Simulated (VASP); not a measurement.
**BeZn5Se6: single point with PBE**

BeZn5Se6:

```
Be Zn Se
1.0
     3.97744    0.00000    0.00000
     0.00000    3.97744    0.00000
     0.00000    0.00000   17.02623
Be Zn Se
1 5 6
Direct
  0.50000 0.50000 0.50000
  0.00000 0.00000 0.65624
  0.50000 0.50000 0.82810
  0.00000 0.00000 0.00000
  0.50000 0.50000 0.17191
  0.00000 0.00000 0.34376
  0.50000 0.00000 0.74215
  0.00000 0.50000 0.91404
  0.50000 0.00000 0.08596
  0.00000 0.50000 0.25785
  0.50000 0.00000 0.43043
  0.00000 0.50000 0.56958
```

```
Program             : VASP 6.6.1
Task                : single point
Functional          : PBE
Potentials or basis : VASP PAW PBE potentials, release 64 (Be, Zn, Se)
Cutoff              : 520 eV
k mesh              : 4 × 4 × 1
Occupations         : gaussian, width 0.1 eV
Spin                : no spin polarisation
```

| Quantity | Value |
| --- | --- |
| Pressure | 0.3 GPa |
| Largest force | 0.023 eV/Å |
| Band gap on the k mesh | 1.44 eV |

Forces in eV/Å, atoms in the order of the input:
```
Be   0.000  0.000  0.000
Zn   0.000  0.000  0.002
Zn   0.000  0.000  0.002
Zn   0.000  0.000  0.000
Zn   0.000  0.000 -0.002
Zn   0.000  0.000 -0.002
Se   0.000  0.000 -0.001
Se   0.000  0.000 -0.002
Se   0.000  0.000  0.002
Se   0.000  0.000  0.001
Se   0.000  0.000  0.023
Se   0.000  0.000 -0.023
```

Stress tensor (GPa, compression positive):
```
0.44 0.00 0.00
0.00 0.44 0.00
0.00 0.00 0.05
```

Levels at points of the mesh, in eV from the valence-band top:
| k point | band 47 | band 48 | band 49 | band 50 | band 51 | band 52 |
| --- | --- | --- | --- | --- | --- | --- |
| (0.00, 0.00, 0.00) | -0.14 | 0.00 | 0.00 | 1.44 | 2.68 | 3.33 |
| (0.50, 0.00, 0.00) | -0.74 | -0.73 | -0.73 | 2.92 | 2.96 | 2.99 |
| (0.50, 0.50, 0.00) | -2.17 | -2.17 | -2.10 | 2.94 | 2.94 | 3.24 |

It took 4.6 min on 1 thread of Intel Xeon 8259CL, with other jobs on the host, peak memory 0.37 GiB.
